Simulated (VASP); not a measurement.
Set up this calculation in VASP 6.6.1, as the native input.

```yaml
Task: single point
Functional: PBE
Potentials_or_basis: VASP PAW PBE potentials, release 64 (Ge_d, P)
Cutoff: 520 eV
k_mesh: 8 × 8 × 8
Occupations: gaussian, width 0.1 eV
Spin: no spin polarisation
Dipole_correction: no
Further_INCAR_settings: ALGO = Normal; EDIFF = 1e-06; NBANDS = 40
```

The structure of Ge3P4 lies in POSCAR:

```
Ge3P4
1.0
    5.0709229169      0.0000000000      0.0000000000
    0.0000000000      5.0709229169      0.0000000000
    0.0000000000      0.0000000000      5.0709229169
Ge P
3 4
Direct
    0.0000000000      0.5000000000      0.0000000000
    0.5000000000      0.0000000000      0.0000000000
    0.0000000000      0.0000000000      0.5000000000
    0.0000000000      0.5000000000      0.5000000000
    0.5000000000      0.0000000000      0.5000000000
    0.5000000000      0.5000000000      0.0000000000
    0.5000000000      0.5000000000      0.5000000000
```

The cell was generated, and may not be a known phase.

One way to write it, as run:

INCAR

```
SYSTEM = Ge3P4
  PREC = Accurate
  ENCUT = 520
  EDIFF = 1E-6
  ISMEAR = 0
  SIGMA = 0.1
  LREAL = .FALSE.
  LASPH = .TRUE.
  NELM = 60
  ALGO = Normal
  ISIF = 2
  LWAVE = .FALSE.
  LCHARG = .FALSE.
  GGA = PE
  NBANDS = 40
```

KPOINTS

```
regular mesh
0
G
  8 8 8
  0 0 0
```

Potentials or basis: VASP PAW PBE potentials, release 64 (Ge_d, P).

The run is started by

```bash
$ cat potpaw_PBE.64/Ge_d/POTCAR potpaw_PBE.64/P/POTCAR > POTCAR
$ mpirun -np 1 vasp_std > vasp.out
```

It gave:

```
Pressure               : -0.1 GPa
Band gap on the k mesh : zero (bands 31 and 32 overlap by 1.05 eV)
```

Wall time 2.1 min on 1 thread of Intel(R) Xeon(R) 6975P-C (Granite Rapids), on a shared host, peak memory 0.31 GiB.
